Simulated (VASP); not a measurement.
Runs of VASP 6.6.1 on Y. The structure is that of space group P6_3/mmc (No. 194), or close to it. The cells are those of the table. 

```tsv
task	cell	cutoff (eV)	smearing	gap on the mesh (eV)	pressure (GPa)	relaxed volume (Å³/atom)
relaxation of cell and atoms	relaxed from a = 3.643, b = 3.643, c = 5.879 Å, angles 90.0, 90.0, 120.0°, 2 atoms	600	gaussian 0.1 eV	none	0.0	32.76
single point	a = 3.658, b = 3.658, c = 5.670 Å, angles 90.0, 90.0, 120.0°, 2 atoms	520	gaussian 0.1 eV	none	-0.1	-
relaxation of cell and atoms	relaxed from a = 3.658, b = 3.658, c = 5.670 Å, angles 90.0, 90.0, 120.0°, 2 atoms	600	fermi-dirac 0.15 eV	none	0.0	(a)
single point	a = 3.651, b = 3.651, c = 5.726 Å, angles 90.0, 90.0, 120.0°, 2 atoms	520	fermi-dirac 0.15 eV	none	-0.1	-
```

Alike in all rows: level PBE; potentials or basis VASP PAW PBE potentials, release 64 (Y_sv); no spin polarisation; k mesh 12 × 12 × 6.

Estimate the missing entries.

(a) 32.95.

A k mesh can miss the band edges, and the runs leave out spin-orbit coupling on Y.

A gap of «none» marks levels without a gap at the run's occupations.
